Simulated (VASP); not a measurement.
Input of a VASP 6.6.1 run:

INCAR

```
PREC = Accurate
ENCUT = 520
EDIFF = 1E-7
ISMEAR = 0
SIGMA = 0.15
LREAL = False
LASPH = True
NELM = 80
ALGO = Normal
ISIF = 2
LWAVE = False
LCHARG = False
GGA = PS
NBANDS = 16
```

KPOINTS

```
regular mesh
0
Gamma
  14 14 14
```

The input POSCAR:

```
InSb
1.0
    0.0000000000      3.2356673688      2.6972523187
    3.2356673688      0.0000000000      2.6972523187
    3.2356673688      3.2356673688      0.0000000000
In Sb
1 1
Direct
    0.0000000000      0.0000000000      0.0000000000
    0.5000000000      0.5000000000      0.5000000000
```

Potentials or basis: VASP PAW PBE potentials, release 64 (In_d, Sb).

Launch:

```console
$ cat potpaw_PBE.64/In_d/POTCAR potpaw_PBE.64/Sb/POTCAR > POTCAR
$ mpirun -np 1 vasp_std > vasp.out
```

(1) What does it give for the band gap on the k mesh?

(2) Estimate the pressure.

Answers

(1) zero (bands 9 and 10 overlap by 3.37 eV).

(2) 2.9 GPa.

Caveat: the PAW data sets were made with another functional, which shifts forces and pressure a little; spin-orbit coupling is left out, which moves the levels of the heavy elements.
